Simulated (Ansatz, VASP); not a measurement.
## Rh in VASP and in Ansatz

```xyz
2
Lattice="2.7204 0.0000 0.0000 -1.3602 2.3559 0.0000 0.0000 0.0000 4.3984" Properties=species:S:1:pos:R:3 pbc="T T T"
Rh    0.0000    0.0000    0.0000
Rh    0.0000    1.5706    2.1992
```

Alike in both runs: functional PBE; k mesh 12 × 12 × 4; occupations gaussian, width 0.1 eV; no spin polarisation.

Ansatz relaxed the structure, and its values are those at the end. VASP's run is a single point on that final structure, the one shown.

```csv
,VASP,Ansatz
version,VASP 6.6.1,Ansatz 0.2.0
potentials or method,"VASP PAW PBE potentials, release 64 (Rh_pv), cutoff 520 eV","scalar-relativistic, plane waves, PAW"
valence electrons in the cell,30,34
```

```tsv
	VASP	Ansatz	Ansatz less VASP
gap on the k mesh at the Fermi level (eV)	none	none	-
pressure (GPa)	-0.4	-0.4	-0.02
```

A gap of «none» marks a metal or a gap that the smearing closes. The functional is the same, so the differences come from potentials, cutoffs and numerics. VASP's potentials hold 30 valence electrons a cell and Ansatz's 34, so a difference there can come from the potentials and not from the codes.
